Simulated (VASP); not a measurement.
# MgB2 (P6/mmm) in VASP: further runs

MgB2 is run at these levels: PBE; tasks: single point, relaxation of cell and atoms.

Everything below comes from runs of VASP 6.6.1. Logs are shortened: lines on timing, memory, paths and dates and some standing lists are left out, and cuts for length are marked.

**1. The cell of the first run**

Symmetry: P6/mmm, No. 191, hexagonal system. Conventional cell: a = 3.069 Å, b = 3.069 Å, c = 3.488 Å, α = 90.00°, β = 90.00°, γ = 120.00°. Within 3.3 Å of Mg (site symmetry 6/mmm) lie 12 B at 2.49 Å and 6 Mg at 3.07 Å. Within 2.5 Å of B (site symmetry -6m2) lie 3 B at 1.77 Å and 6 Mg at 2.49 Å.

**2. Single point, PBE**

Input file INCAR:

```
PREC = Accurate
ENCUT = 520
EDIFF = 1E-7
ISMEAR = -1
SIGMA = 0.05
LREAL = False
LASPH = True
NELM = 100
ALGO = Normal
ISIF = 2
LWAVE = False
LCHARG = False
GGA = PE
NBANDS = 11
```

Input file KPOINTS:

```
Automatic mesh
0
Gamma
  10 10 8
```

Input file POSCAR:

```
MgB2
1.0
    3.0691818621      0.0000000000      0.0000000000
   -1.5345909310      2.6579894614      0.0000000000
    0.0000000000      0.0000000000      3.4884085852
Mg B
1 2
Direct
    0.0000000000      0.0000000000      0.0000000000
    0.6666666667      0.3333333333      0.5000000000
    0.3333333333      0.6666666667      0.5000000000
```

Potentials or basis: VASP PAW PBE potentials, release 64 (Mg, B).

The run is started by

```sh
cat potpaw_PBE.64/Mg/POTCAR potpaw_PBE.64/B/POTCAR > POTCAR
mpirun -np 1 vasp_std > vasp.out
```

OUTCAR:

```text
PREC = Accurate
   ENCUT = 520
   EDIFF = 1E-7
   ISMEAR = -1
   LREAL = False
   LASPH = True
   NELM = 100
   ISIF = 2
   GGA = PE

 ion  position               nearest neighbor table
   1  0.000  0.000  0.000-   2 2.49   3 2.49   2 2.49   3 2.49   3 2.49   3 2.49   2 2.49   2 2.49
                             2 2.49   2 2.49   3 2.49   3 2.49
   2  0.667  0.333  0.500-   3 1.77   3 1.77   3 1.77   1 2.49   1 2.49   1 2.49   1 2.49   1 2.49
                             1 2.49
   3  0.333  0.667  0.500-   2 1.77   2 1.77   2 1.77   1 2.49   1 2.49   1 2.49   1 2.49   1 2.49
                             1 2.49

  LATTYP: Found a hexagonal cell.
 ALAT       =     3.0691818621
 C/A-ratio  =     1.1365923370

  Lattice vectors:

 A1 = (   3.0691818621,   0.0000000000,   0.0000000000)
 A2 = (  -1.5345909310,   2.6579894614,   0.0000000000)
 A3 = (   0.0000000000,   0.0000000000,   3.4884085852)

Analysis of symmetry for initial positions (statically):
=====================================================================
 Subroutine PRICEL returns:
 Original cell was already a primitive cell.

 Routine SETGRP: Setting up the symmetry group for a
 hexagonal supercell.

 Subroutine GETGRP returns: Found 24 space group operations
 (whereof 24 operations were pure point group operations)
 out of a pool of 24 trial point group operations.

The static configuration has the point symmetry D_6h.

Analysis of symmetry for dynamics (positions and initial velocities):
=====================================================================
 Subroutine PRICEL returns:
 Original cell was already a primitive cell.

 Routine SETGRP: Setting up the symmetry group for a
 hexagonal supercell.

 Subroutine GETGRP returns: Found 24 space group operations
 (whereof 24 operations were pure point group operations)
 out of a pool of 24 trial point group operations.

The dynamic configuration has the point symmetry D_6h.

 Subroutine INISYM returns: Found 24 space group operations
 (whereof 24 operations are pure point group operations),
 and found     1 'primitive' translations

----------------------------------------------------------------------------------------

                                     Primitive cell

  volume of cell :      28.4579

  direct lattice vectors                    reciprocal lattice vectors
     3.069181862  0.000000000  0.000000000     0.325819728  0.188112108  0.000000000
[... 96 lines left out ...]
   POTIM  = 0.5000    time-step for ionic-motion
   TEBEG  =    0.0;   TEEND  =   0.0 temperature during run
   PSTRESS=    0.0 pullay stress
   NELECT =       8.0000    total number of electrons
   NUPDOWN=      -1.0000    fix difference up-down
   EMIN   =  10.00;   EMAX   =-10.00  energy-range for DOS
   EFERMI =   0.00;   METHOD = LEGACY
   ISMEAR =    -1;   SIGMA  =   0.05  broadening in eV -4-tet -1-fermi 0-gaus
   EFERMI_NEDOS =   21; number of points for ismear=-14 and -15
   IALGO  =     38    algorithm
   IMIX   =      4    mixing-type and parameters
     AMIX     =   0.40;   BMIX     =  1.00
     AMIX_MAG =   1.60;   BMIX_MAG =  1.00
  volume/ion in A,a.u.               =       9.49        64.01
  Fermi-wavevector in a.u.,A,eV,Ry     =   1.072434  2.026606 15.648249  1.150114
  Thomas-Fermi vector in A             =   2.208204
   LORBIT       =      0    0 simple, 1 ext, 2 COOP (PROOUT), +10 PAW based schemes
   GGA     = PE    functional components
   LHFCALC =     F    Hartree Fock is set to
   AEXX    =    0.0000 exact exchange contribution
   IVDW    =     0    specifies the selected vdW correction
   LEPSILON=     F    determine dielectric tensor
   LRPA    =     F    only Hartree local field effects (RPA)
 non-spin polarized calculation
  energy-cutoff  :      520.00
  volume of cell :       28.46
 maximum number of plane-waves:       781
 NGX is ok and might be reduce to    24
   NGX = 11   NGY = 11   NGZ = 13

 number of electron       8.0000000 magnetization

 Free energy of the ion-electron system (eV)
  ---------------------------------------------------
  ext. energy  EPLUGINS =         0.00000000
  ---------------------------------------------------
  free energy    TOTEN  =       -15.32241314 eV

  energy without entropy =      -15.31640855  energy(sigma->0) =      -15.31941084

 E-fermi :   5.4533     XC(G=0): -10.9909

 val. band max:        5.4187096157   @ k =   0.1000   0.0000   0.1250
 cond. band min:       5.4884232611   @ k =   0.3000   0.2000   0.0000
 fundamental gap:      0.0697136454
 Fermi energy:         5.4532709549

 k-point     1 :       0.0000    0.0000    0.0000
  band No.  band energies     occupation
      1      -7.1220      2.00000
      2       2.4820      2.00000
      3       5.7666      0.00379
      4       5.7666      0.00379
      5       7.1844      0.00000
      6      11.7515      0.00000
      7      11.7515      0.00000
      8      13.6229      0.00000
      9      15.4882      0.00000
     10      18.2242      0.00000
     11      21.7437      0.00000
[... 309 lines left out ...]
 k-point    24 :       0.4000    0.1000    0.1250
  band No.  band energies     occupation
      1      -3.4729      2.00000
      2      -1.7056      2.00000
      3       2.5485      2.00000
      4       4.7519      2.00000
      5       7.6599      0.00000
      6      10.6668      0.00000
      7      11.9137      0.00000
      8      13.8587      0.00000
      9      15.7365      0.00000
     10      19.0325      0.00000
     11      19.9291      0.00000

 [... further k-points ...]

------------------------ aborting loop because EDIFF is reached ----------------------------------------

  FORCE on cell =-STRESS in cart. coord.  units (eV):
  Direction    XX          YY          ZZ          XY          YZ          ZX
  --------------------------------------------------------------------------------------
  -------------------------------------------------------------------------------------
  Total        0.3257650      0.3257650      0.2844482      0.0000000     -0.0000000      0.0000000
  in kB       18.3405250     18.3405250     16.0143947      0.0000000     -0.0000000      0.0000000
  external PRESSURE =      17.5651482 kB  Pullay stress =       0.0000000 kB

 VOLUME and BASIS-vectors are now :
 -----------------------------------------------------------------------------
  energy-cutoff  :      520.00
  volume of cell :       28.46
      direct lattice vectors                 reciprocal lattice vectors
     3.069181862  0.000000000  0.000000000     0.325819728  0.188112108  0.000000000
    -1.534590931  2.657989461  0.000000000     0.000000000  0.376224216  0.000000000
     0.000000000  0.000000000  3.488408585     0.000000000  0.000000000  0.286663668

 POSITION                                       TOTAL-FORCE (eV/Angst)
 -----------------------------------------------------------------------------------
      0.00000      0.00000      0.00000         0.000000      0.000000      0.000000
      1.53459      0.88600      1.74420        -0.000000     -0.000000     -0.000000
     -0.00000      1.77199      1.74420         0.000000      0.000000      0.000000
 -----------------------------------------------------------------------------------
    total drift:                                0.000000     -0.000000     -0.000000

  FREE ENERGIE OF THE ION-ELECTRON SYSTEM (eV)
  ---------------------------------------------------
  free  energy   TOTEN  =       -15.3224131372 eV

  energy  without entropy=      -15.3164085506  energy(sigma->0) =      -15.31941084
```

stdout:

```text
POSCAR found type information on POSCAR MgB
 POSCAR found :  2 types and       3 ions
 scaLAPACK will be used
 LDA part: xc-table for (Slater+PW92), standard interpolation
 POSCAR, INCAR and KPOINTS ok, starting setup
 FFT: planning ... GRIDC
 FFT: planning ... GRID_SOFT
 FFT: planning ... GRID
 WAVECAR not read
 entering main loop
```

Run time: 10 s. Hardware: 1 thread of Intel Xeon Platinum 8559C (Emerald Rapids), shared host; peak memory 0.15 GiB.

Results:

```yaml
Free_energy: -15.3224 eV
Pressure: 1.8 GPa
Band_gap_on_the_k_mesh: zero (bands 4 and 5 overlap by 2.52 eV)
```

Levels at points of the mesh, in eV from the Fermi level:
| k point | band 2 | band 3 | band 4 | band 5 | band 6 | band 7 |
| --- | --- | --- | --- | --- | --- | --- |
| (0.00, 0.00, 0.00) | -2.97 | 0.31 | 0.31 | 1.73 | 6.30 | 6.30 |
| (0.50, 0.00, 0.00) | -7.95 | -2.25 | 0.19 | 3.10 | 3.84 | 5.43 |
| (0.00, 0.00, 0.50) | -7.55 | 0.71 | 0.71 | 6.63 | 6.63 | 7.96 |
| (0.50, 0.00, 0.50) | -7.02 | -3.67 | -1.95 | -1.36 | 5.75 | 8.87 |

**3. Single point, PBE**

This run uses another cell than the first one, of 9.31 Å³/atom.

Input file INCAR:

```
SYSTEM = MgB2
PREC = Accurate
ENCUT = 520
EDIFF = 1E-6
ISMEAR = -1
SIGMA = 0.05
LREAL = .False.
LASPH = .True.
NELM = 100
ALGO = Normal
ISIF = 2
LWAVE = .False.
LCHARG = .True.
GGA = PE
LELF = .True.
LVHAR = .True.
NBANDS = 11
```

Input file KPOINTS:

```
regular mesh
0
Gamma
  10 10 8
  0 0 0
```

Input file POSCAR:

```
MgB2
1.0
    3.0546031555      0.0000000000      0.0000000000
   -1.5273015777      2.6453639311      0.0000000000
    0.0000000000      0.0000000000      3.4552409989
Mg B
1 2
Direct
    0.0000000000      0.0000000000      0.0000000000
    0.6666666667      0.3333333333      0.5000000000
    0.3333333333      0.6666666667      0.5000000000
```

Potentials or basis: VASP PAW PBE potentials, release 64 (Mg, B).

The run is started by

```sh
cat potpaw_PBE.64/Mg/POTCAR potpaw_PBE.64/B/POTCAR > POTCAR
mpirun -np 1 vasp_std > vasp.out
```

Run time: 10 s. Hardware: 1 thread of Intel Xeon Platinum 8559C (Emerald Rapids), shared host; peak memory 0.15 GiB.

It converged, with:

| Quantity | Value |
| --- | --- |
| Free energy | -15.3115 eV |
| Pressure | 4.7 GPa |
| Band gap on the k mesh | zero (bands 4 and 5 overlap by 2.60 eV) |

Stress tensor (GPa, compression positive):
```
4.78 0.00 0.00
0.00 4.78 0.00
0.00 0.00 4.58
```

Levels at points of the mesh, in eV from the Fermi level:
```tsv
k point	band 1	band 2	band 3	band 4	band 5	band 6	band 7	band 8	band 9
(0.00, 0.00, 0.00)	-12.69	-2.96	0.30	0.30	1.85	6.33	6.33	8.29	10.17
(0.50, 0.00, 0.00)	-8.72	-8.05	-2.29	0.21	3.17	3.85	5.59	7.50	12.97
(0.00, 0.00, 0.50)	-11.33	-7.64	0.71	0.71	6.66	6.66	8.02	10.26	10.51
(0.50, 0.00, 0.50)	-7.67	-7.08	-3.73	-1.98	-1.38	5.84	9.02	9.04	13.63
```

Caveat: the cell stands under pressure.

**4. Single point, PBE**

This run uses another cell than the first one, of 9.62 Å³/atom.

Input file INCAR:

```
SYSTEM = MgB2
  PREC = Accurate
  ENCUT = 520
  EDIFF = 1E-6
  ISMEAR = -1
  SIGMA = 0.05
  LREAL = .FALSE.
  LASPH = .TRUE.
  NELM = 80
  ALGO = Normal
  ISIF = 2
  LWAVE = .FALSE.
  LCHARG = .TRUE.
  GGA = PE
  LELF = .TRUE.
  LVHAR = .TRUE.
  NBANDS = 11
```

Input file KPOINTS:

```
regular mesh
0
G
  10 10 8
  0 0 0
```

Input file POSCAR:

```
MgB2
1.0
    3.0798827961      0.0000000000      0.0000000000
   -1.5399413981      2.6672567421      0.0000000000
    0.0000000000      0.0000000000      3.5120605311
Mg B
1 2
Direct
    0.0000000000      0.0000000000      0.0000000000
    0.6666666667      0.3333333333      0.5000000000
    0.3333333333      0.6666666667      0.5000000000
```

The run is started by

```sh
cat potpaw_PBE.64/Mg/POTCAR potpaw_PBE.64/B/POTCAR > POTCAR
mpirun -np 1 vasp_std > vasp.out
```

It took 10 s on 1 thread of Intel Xeon Platinum 8559C (Emerald Rapids), shared host; peak memory 0.15 GiB.

It converged, with:

```yaml
Free_energy: -15.3243 eV
Pressure: -0.3 GPa
Band_gap_on_the_k_mesh: zero (bands 4 and 5 overlap by 2.47 eV)
```

Stress tensor (GPa, compression positive):
```
-0.19  0.00  0.00
 0.00 -0.19  0.00
 0.00  0.00 -0.39
```

Levels at points of the mesh, in eV from the Fermi level:
```tsv
k point	band 1	band 2	band 3	band 4	band 5	band 6	band 7	band 8	band 9
(0.00, 0.00, 0.00)	-12.49	-2.97	0.32	0.32	1.65	6.28	6.28	8.08	9.94
(0.50, 0.00, 0.00)	-8.60	-7.89	-2.22	0.18	3.06	3.83	5.33	7.12	12.59
(0.00, 0.00, 0.50)	-11.20	-7.49	0.71	0.71	6.61	6.61	7.92	9.87	10.01
(0.50, 0.00, 0.50)	-7.61	-6.97	-3.63	-1.92	-1.35	5.69	8.76	8.88	13.08
```

**5. Relaxation of cell and atoms, PBE, target pressure 2 GPa, at which the enthalpy is minimised**

This run uses another cell than the first one, of 9.68 Å³/atom.

Input file INCAR:

```
SYSTEM = MgB2
  PREC = Accurate
  ENCUT = 600
  EDIFF = 1E-6
  ISMEAR = -1
  SIGMA = 0.05
  LREAL = .FALSE.
  LASPH = .TRUE.
  NELM = 60
  ALGO = Normal
  ISIF = 3
  LWAVE = .FALSE.
  LCHARG = .FALSE.
  GGA = PE
  IBRION = 2
  NSW = 60
  EDIFFG = -0.01
  PSTRESS = 20.0
```

Input file KPOINTS:

```
Automatic mesh
0
G
  10 10 8
  0 0 0
```

Input file POSCAR:

```
MgB2
1.0
    3.0850000000      0.0000000000      0.0000000000
   -1.5425000000      2.6716883707      0.0000000000
    0.0000000000      0.0000000000      3.5230000000
Mg B
1 2
Direct
    0.0000000000      0.0000000000      0.0000000000
    0.6666666667      0.3333333333      0.5000000000
    0.3333333333      0.6666666667      0.5000000000
```

The run is started by

```sh
cat potpaw_PBE.64/Mg/POTCAR potpaw_PBE.64/B/POTCAR > POTCAR
mpirun -np 1 vasp_std > vasp.out
```

It took 29 s on 1 thread of Intel Xeon Platinum 8559C (Emerald Rapids), shared host; peak memory 0.18 GiB.

It converged, with:

```yaml
Free_energy: -15.3240 eV
Relaxed_volume: 9.47 Å³/atom
Relaxed_cell: a = 3.069 Å, b = 3.069 Å, c = 3.483 Å, α = 90.00°, β = 90.00°, γ = 120.00°
Space_group_after_relaxing_to_0.1_Å: P6/mmm (No. 191)
Energy_change_on_relaxing_the_run_minimises_the_enthalpy: +0.5 meV/atom
Ionic_steps: 5
Pressure_after_relaxing: 2.0 GPa
Band_gap_on_the_k_mesh: zero (bands 4 and 5 overlap by 2.54 eV)
```

The path:
```tsv
step	energy change (eV)	largest force (eV/Å)	pressure (GPa)	volume (Å³)
1	0.0000	0.0000	-1.18	29.04
2	0.0047	0.0000	3.18	28.24
3	0.0014	0.0000	2.02	28.44
4	0.0013	0.0000	2.01	28.42
5	0.0015	0.0000	2.01	28.40
```

Final structure:
```
CELL_PARAMETERS angstrom
3.06870 0.00000 0.00000
-1.53435 2.65757 0.00000
0.00000 0.00000 3.48256
ATOMIC_POSITIONS crystal
Mg 0.00000 0.00000 0.00000
B 0.66667 0.33333 0.50000
B 0.33333 0.66667 0.50000
```

Levels at points of the mesh, in eV from the Fermi level:
```tsv
k point	band 1	band 2	band 3	band 4	band 5	band 6	band 7	band 8
(0.00, 0.00, 0.00)	-12.59	-2.96	0.31	0.31	1.76	6.29	6.29	8.17
(0.50, 0.00, 0.00)	-8.66	-7.97	-2.26	0.20	3.12	3.83	5.46	7.31
(0.00, 0.00, 0.50)	-11.26	-7.56	0.71	0.71	6.62	6.62	7.96	10.04
(0.50, 0.00, 0.50)	-7.64	-7.02	-3.67	-1.95	-1.37	5.75	8.88	8.95
```

Caveat: the cell is relaxed towards a set pressure, so the run minimises the enthalpy, not the energy.

**6. Overview**

```tsv
task	cell	cutoff (eV)	gap on the mesh (eV)	pressure (GPa)
single point	a = 3.069, b = 3.069, c = 3.488 Å, angles 90.0, 90.0, 120.0°, 3 atoms	520	none	1.8
single point	a = 3.055, b = 3.055, c = 3.455 Å, angles 90.0, 90.0, 120.0°, 3 atoms	520	none	4.7
single point	a = 3.080, b = 3.080, c = 3.512 Å, angles 90.0, 90.0, 120.0°, 3 atoms	520	none	-0.3
relaxation of cell and atoms	relaxed to 2 GPa from a = 3.085, b = 3.085, c = 3.523 Å, angles 90.0, 90.0, 120.0°, 3 atoms	600	none	2.0
```

Alike in all rows: level PBE; potentials or basis VASP PAW PBE potentials, release 64 (Mg, B); no spin polarisation; k mesh 10 × 10 × 8; smearing fermi-dirac 0.05 eV.

Caveats: the cell stands under pressure (at least some runs); the cell is relaxed towards a set pressure, so the run minimises the enthalpy, not the energy (at least some runs).

Absolute energies hang on the potentials; compare differences alone.
